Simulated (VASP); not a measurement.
# Rh (Fm-3m) in VASP: single point with PBE

Aim: the single point of Rh with PBE.

Program: VASP 6.6.1. These are calculated values, not measurements. Logs are shortened: lines on timing, memory, paths and dates and some standing lists are left out, and cuts for length are marked.

## Step 1: The cell of the first run

The structure is cubic, space group Fm-3m (No. 225). The conventional cell has a = 3.830 Å, b = 3.830 Å, c = 3.830 Å, α = 90.00°, β = 90.00°, γ = 90.00°. Within 3.6 Å of Rh (site symmetry m-3m) lie 12 Rh at 2.71 Å.

## Step 2: Single point, PBE

INCAR

```
SYSTEM = Rh
PREC = Accurate
ENCUT = 520
EDIFF = 1E-7
ISMEAR = 0
SIGMA = 0.1
LREAL = .FALSE.
LASPH = .TRUE.
NELM = 100
ALGO = Fast
ISIF = 2
LWAVE = .FALSE.
LCHARG = .FALSE.
GGA = PE
NBANDS = 14
```

KPOINTS

```
regular mesh
0
G
  48 48 48
  0 0 0
```

POSCAR

```
Rh
1.0
    0.0000000000      1.9149699260      1.9149699260
    1.9149699260      0.0000000000      1.9149699260
    1.9149699260      1.9149699260      0.0000000000
Rh
1
Direct
    0.0000000000      0.0000000000      0.0000000000
```

Potentials or basis: VASP PAW PBE potentials, release 64 (Rh_pv).

On the command line:

```sh
cat potpaw_PBE.64/Rh_pv/POTCAR > POTCAR
mpirun -np 1 vasp_std > vasp.out
```

OUTCAR:

```text
SYSTEM = Rh
   PREC = Accurate
   ENCUT = 520
   EDIFF = 1E-7
   ISMEAR = 0
   LREAL = .FALSE.
   LASPH = .TRUE.
   NELM = 100
   ISIF = 2
   GGA = PE

 ion  position               nearest neighbor table
   1  0.000  0.000  0.000-

  LATTYP: Found a face centered cubic cell.
 ALAT       =     3.8299398520

  Lattice vectors:

 A1 = (   0.0000000000,   1.9149699260,   1.9149699260)
 A2 = (   1.9149699260,   0.0000000000,   1.9149699260)
 A3 = (   1.9149699260,   1.9149699260,   0.0000000000)

Analysis of symmetry for initial positions (statically):
=====================================================================
 Subroutine PRICEL returns:
 Original cell was already a primitive cell.

 Routine SETGRP: Setting up the symmetry group for a
 face centered cubic supercell.

 Subroutine GETGRP returns: Found 48 space group operations
 (whereof 48 operations were pure point group operations)
 out of a pool of 48 trial point group operations.

The static configuration has the point symmetry O_h .

Analysis of symmetry for dynamics (positions and initial velocities):
=====================================================================
 Subroutine PRICEL returns:
 Original cell was already a primitive cell.

 Routine SETGRP: Setting up the symmetry group for a
 face centered cubic supercell.

 Subroutine GETGRP returns: Found 48 space group operations
 (whereof 48 operations were pure point group operations)
 out of a pool of 48 trial point group operations.

The dynamic configuration has the point symmetry O_h .

 Subroutine INISYM returns: Found 48 space group operations
 (whereof 48 operations are pure point group operations),
 and found     1 'primitive' translations

----------------------------------------------------------------------------------------

                                     Primitive cell

  volume of cell :      14.0448

  direct lattice vectors                    reciprocal lattice vectors
     0.000000000  1.914969926  1.914969926    -0.261100706  0.261100706  0.261100706
     1.914969926  0.000000000  1.914969926     0.261100706 -0.261100706  0.261100706
     1.914969926  1.914969926  0.000000000     0.261100706  0.261100706 -0.261100706

  length of vectors
     2.708176441  2.708176441  2.708176441     0.452239689  0.452239689  0.452239689

  position of ions in fractional coordinates (direct lattice)
     0.000000000  0.000000000  0.000000000

  ion indices of the primitive-cell ions
   primitive index   ion index
                 1           1

----------------------------------------------------------------------------------------

 KPOINTS: regular mesh

Automatic generation of k-mesh.
 Grid dimensions read from file:
 generate k-points for:   48   48   48

 Generating k-lattice:

  Cartesian coordinates                     Fractional coordinates (reciprocal lattice)
    -0.005439598  0.005439598  0.005439598     0.020833333  0.000000000  0.000000000
     0.005439598 -0.005439598  0.005439598     0.000000000  0.020833333  0.000000000
     0.005439598  0.005439598 -0.005439598     0.000000000  0.000000000  0.020833333

  Length of vectors
     0.009421660  0.009421660  0.009421660

  Shift w.r.t. Gamma in fractional coordinates (k-lattice)
     0.000000000  0.000000000  0.000000000

 Subroutine IBZKPT returns following result:
 ===========================================

 Found   2769 irreducible k-points:

 Following reciprocal coordinates:
            Coordinates               Weight
  0.000000  0.000000  0.000000      1.000000
  0.020833  0.000000  0.000000      8.000000
  0.041667  0.000000  0.000000      8.000000
  0.062500  0.000000  0.000000      8.000000
  0.083333  0.000000  0.000000      8.000000
  0.104167  0.000000  0.000000      8.000000
[... 16 lines left out ...]
  0.458333  0.000000  0.000000      8.000000
  0.479167  0.000000  0.000000      8.000000
 [... further k-points ...]
   k-points           NKPTS =   2769   k-points in BZ     NKDIM =   2769   number of bands    NBANDS=     14
   number of dos      NEDOS =    301   number of ions     NIONS =      1
   total plane-waves  NPLWV =   8000
   dimension x,y,z NGX =    20 NGY =   20 NGZ =   20
   dimension x,y,z NGXF=    40 NGYF=   40 NGZF=   40
   ions per type =               1
   NGX,Y,Z   is equivalent  to a cutoff of  12.28, 12.28, 12.28 a.u.
   NGXF,Y,Z  is equivalent  to a cutoff of  24.55, 24.55, 24.55 a.u.
 SYSTEM =  Rh
   PREC   = accura    normal or accurate (medium, high low for compatibility)
   ISTART =      0    job   : 0-new  1-cont  2-samecut
   ICHARG =      2    charge: 1-file 2-atom 10-const
   ISPIN  =      1    spin polarized calculation?
   LNONCOLLINEAR =      F non collinear calculations
   LSORBIT =      F    spin-orbit coupling
   LASPH  =      T    aspherical Exc in radial PAW
   ENCUT  =  520.0 eV  38.22 Ry    6.18 a.u.   5.04  5.04  5.04*2*pi/ulx,y,z
   NELM   =    100;   NELMIN=  2; NELMDL= -5     # of ELM steps
   EDIFF  = 0.1E-06   stopping-criterion for ELM
   LREAL  =      F    real-space projection
   EDIFFG = 0.1E-05   stopping-criterion for IOM
   NSW    =      0    number of steps for IOM
   IBRION =     -1    ionic relax: 0-MD 1-quasi-New 2-CG
   NFREE  =      0    steps in history (QN), initial steepest desc. (CG)
   ISIF   =      2    stress and relaxation
   ISYM   =      2    0-nonsym 1-usesym 2-fastsym
   POTIM  = 0.5000    time-step for ionic-motion
   TEBEG  =    0.0;   TEEND  =   0.0 temperature during run
   PSTRESS=    0.0 pullay stress
   NELECT =      15.0000    total number of electrons
   NUPDOWN=      -1.0000    fix difference up-down
   EMIN   =  10.00;   EMAX   =-10.00  energy-range for DOS
   EFERMI =   0.00;   METHOD = LEGACY
   ISMEAR =     0;   SIGMA  =   0.10  broadening in eV -4-tet -1-fermi 0-gaus
   EFERMI_NEDOS =   21; number of points for ismear=-14 and -15
   IALGO  =     68    algorithm
   IMIX   =      4    mixing-type and parameters
     AMIX     =   0.40;   BMIX     =  1.00
     AMIX_MAG =   1.60;   BMIX_MAG =  1.00
  volume/ion in A,a.u.               =      14.04        94.78
  Fermi-wavevector in a.u.,A,eV,Ry     =   1.673401  3.162269 38.099988  2.800270
  Thomas-Fermi vector in A             =   2.758379
   LORBIT       =      0    0 simple, 1 ext, 2 COOP (PROOUT), +10 PAW based schemes
   GGA     = PE    functional components
   LHFCALC =     F    Hartree Fock is set to
   AEXX    =    0.0000 exact exchange contribution
   IVDW    =     0    specifies the selected vdW correction
   LEPSILON=     F    determine dielectric tensor
   LRPA    =     F    only Hartree local field effects (RPA)
 non-spin polarized calculation
 RMM-DIIS sequential band-by-band and
 Gauss-broadening in eV      SIGMA  =   0.10
  energy-cutoff  :      520.00
  volume of cell :       14.04
 maximum number of plane-waves:       391
   NGX =  9   NGY =  9   NGZ =  9

 number of electron      15.0000003 magnetization

 Free energy of the ion-electron system (eV)
  ---------------------------------------------------
  ext. energy  EPLUGINS =         0.00000000
  ---------------------------------------------------
  free energy    TOTEN  =        -7.26193639 eV

  energy without entropy =       -7.25531558  energy(sigma->0) =       -7.25862599

 E-fermi :  11.5126     XC(G=0): -13.8948

 val. band max:       11.5115538962   @ k =   0.3542   0.0417   0.0000
 cond. band min:      11.5130237590   @ k =  -0.1458   0.1667   0.0625
 fundamental gap:      0.0014698628
 Fermi energy:        11.5125696264

 k-point     1 :       0.0000    0.0000    0.0000
  band No.  band energies     occupation
      1     -34.8280      2.00000
      2     -34.8280      2.00000
      3     -34.8280      2.00000
      4       3.7145      2.00000
      5       8.5382      2.00000
      6       8.5382      2.00000
      7       8.5382      2.00000
      8      10.5544      2.00000
      9      10.5544      2.00000
     10      27.5257      0.00000
     11      32.1077      0.00000
     12      32.8662      0.00000
     13      32.8662      0.00000
     14      32.8662      0.00000

 k-point     2 :       0.0208    0.0000    0.0000
  band No.  band energies     occupation
      1     -34.8311      2.00000
      2     -34.8285      2.00000
      3     -34.8285      2.00000
      4       3.7317      2.00000
      5       8.5304      2.00000
      6       8.5450      2.00000
      7       8.5450      2.00000
      8      10.5505      2.00000
      9      10.5505      2.00000
     10      27.5506      0.00000
     11      32.1070      0.00000
     12      32.7552      0.00000
     13      32.8909      0.00000
     14      32.8909      0.00000

 k-point     3 :       0.0417    0.0000    0.0000
  band No.  band energies     occupation
      1     -34.8400      2.00000
      2     -34.8297      2.00000
      3     -34.8297      2.00000
      4       3.7834      2.00000
      5       8.5076      2.00000
      6       8.5652      2.00000
      7       8.5652      2.00000
      8      10.5391      2.00000
      9      10.5391      2.00000
     10      27.6245      0.00000
     11      32.1058      0.00000
     12      32.4502      0.00000
     13      32.9650      0.00000
     14      32.9650      0.00000
[... 324 lines left out ...]
 k-point    23 :       0.4583    0.0000    0.0000
  band No.  band energies     occupation
      1     -35.4962      2.00000
      2     -34.9209      2.00000
      3     -34.9209      2.00000
      4       5.5906      2.00000
      5       8.4833      2.00000
      6       8.4833      2.00000
      7      12.0020      0.00000
      8      12.0037      0.00000
      9      12.0037      0.00000
     10      20.2847      0.00000
     11      27.1004      0.00000
     12      32.1076      0.00000
     13      32.7764      0.00000
     14      32.7764      0.00000

 k-point    24 :       0.4792    0.0000    0.0000
  band No.  band energies     occupation
      1     -35.5046      2.00000
      2     -34.9221      2.00000
      3     -34.9221      2.00000
      4       5.5787      2.00000
      5       8.4697      2.00000
      6       8.4697      2.00000
      7      12.0474      0.00000
      8      12.0474      0.00000
      9      12.2033      0.00000
     10      20.0294      0.00000
     11      27.0423      0.00000
     12      32.1076      0.00000
     13      32.6621      0.00000
     14      32.6621      0.00000

 [... further k-points ...]

------------------------ aborting loop because EDIFF is reached ----------------------------------------

  FORCE on cell =-STRESS in cart. coord.  units (eV):
  Direction    XX          YY          ZZ          XY          YZ          ZX
  --------------------------------------------------------------------------------------
  -------------------------------------------------------------------------------------
  Total        0.0032547      0.0032547      0.0032547     -0.0000000      0.0000000     -0.0000000
  in kB        0.3712786      0.3712786      0.3712786     -0.0000000      0.0000000     -0.0000000
  external PRESSURE =       0.3712786 kB  Pullay stress =       0.0000000 kB

 VOLUME and BASIS-vectors are now :
 -----------------------------------------------------------------------------
  energy-cutoff  :      520.00
  volume of cell :       14.04
      direct lattice vectors                 reciprocal lattice vectors
     0.000000000  1.914969926  1.914969926    -0.261100706  0.261100706  0.261100706
     1.914969926  0.000000000  1.914969926     0.261100706 -0.261100706  0.261100706
     1.914969926  1.914969926  0.000000000     0.261100706  0.261100706 -0.261100706

 POSITION                                       TOTAL-FORCE (eV/Angst)
 -----------------------------------------------------------------------------------
      0.00000      0.00000      0.00000        -0.000000     -0.000000      0.000000
 -----------------------------------------------------------------------------------
    total drift:                                0.000000      0.000000      0.000000

  FREE ENERGIE OF THE ION-ELECTRON SYSTEM (eV)
  ---------------------------------------------------
  free  energy   TOTEN  =        -7.2619363896 eV

  energy  without entropy=       -7.2553155842  energy(sigma->0) =       -7.25862599
```

Wall time 8.4 min (1 thread of Intel Xeon Platinum 8259CL at 2.50GHz (Skylake/Cascade Lake), shared host); peak memory 0.56 GiB.

What came out:

- Free energy: -7.2619 eV
- Pressure: 0.0 GPa
- Band gap on the k mesh: zero (an odd number of electrons rules out a gap without spin polarisation)

Levels at points of the mesh, in eV from the Fermi level:
```tsv
k point	band 3	band 4	band 5	band 6	band 7	band 8	band 9	band 10	band 11	band 12
(0.00, 0.00, 0.00)	-46.34	-7.80	-2.97	-2.97	-2.97	-0.96	-0.96	16.01	20.60	21.35
(0.50, 0.00, 0.00)	-46.44	-5.94	-3.05	-3.05	0.55	0.55	0.76	8.43	15.51	20.60
(0.50, 0.50, 0.00)	-46.59	-6.11	-5.75	0.52	0.95	0.95	3.24	12.01	13.20	13.20
```
